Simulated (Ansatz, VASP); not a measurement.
# One calculation of Si2Ni, two programs

The input INCAR:

```
PREC     = Accurate       # precision mode
ENCUT    = 520            # plane-wave cutoff, eV
EDIFF    = 1E-6           # SCF threshold, eV
ISMEAR   = 0              # smearing method
SIGMA    = 0.15           # smearing width, eV
LREAL    = False          # projectors in reciprocal space
LASPH    = True           # aspherical terms in the spheres
NELM     = 100            # most SCF steps
ALGO     = Normal         # electronic algorithm
ISIF     = 2              # what is computed and relaxed
LWAVE    = False          # write WAVECAR
LCHARG   = True           # write CHGCAR
GGA      = PE             # functional
LELF     = True           # ELF
LVHAR    = True         
NBANDS   = 16             # bands
```

The input KPOINTS:

```
regular mesh
0
Gamma
  14 14 14
```

Contents of POSCAR:

```
Si2Ni
1.0
    0.0000000000      2.8776321201      2.8776321201
    2.8776321201      0.0000000000      2.8776321201
    2.8776321201      2.8776321201      0.0000000000
Si Ni
2 1
Direct
    0.2500000000      0.2500000000      0.2500000000
    0.7500000000      0.7500000000      0.7500000000
    0.0000000000      0.0000000000      0.0000000000
```

Input for Ansatz:

```yaml
crystal:
  lattice:
    - [0.0, 2.8776321201, 2.8776321201]
    - [2.8776321201, 0.0, 2.8776321201]
    - [2.8776321201, 2.8776321201, 0.0]
  atoms:
    - { symbol: Si, position: [0.25, 0.25, 0.25] }
    - { symbol: Si, position: [0.75, 0.75, 0.75] }
    - { symbol: Ni, position: [0.0, 0.0, 0.0] }
basis:
  ecutwfc: 520.0
kpoints:
  mp_grid: { grid: [14, 14, 14] }
hamiltonian:
  xc: pbe
  pseudopotentials: { kind: paw, azcp: { folder: soft_1 } }
scf:
  occupations: { method: gaussian, width: 0.15 }
  lower_state_search: "off"
output:
  forces: true
  stress: true
  eigenvalues: true
```

Alike in both runs: task single point; functional PBE; k mesh 14 × 14 × 14; occupations gaussian, width 0.15 eV; no spin polarisation.

|  | VASP | Ansatz |
| --- | --- | --- |
| version | VASP 6.6.1 | Ansatz 0.2.0 |
| potentials or method | VASP PAW PBE potentials, release 64 (Si, Ni), cutoff 520 eV | scalar-relativistic, plane waves, PAW |
| valence electrons in the cell | 18 | 26 |

|  | VASP | Ansatz | Ansatz less VASP |
| --- | --- | --- | --- |
| gap on the k mesh at the Fermi level (eV) | none | none | - |
| pressure (GPa) | -16.3 | -16.3 | 0.00 |

A gap of «none» marks a metal or a gap that the smearing closes. With one functional, cell and mesh, what is left measures potentials, basis and numerics. VASP's potentials hold 18 valence electrons a cell and Ansatz's 26, so a difference there can come from the potentials and not from the codes.
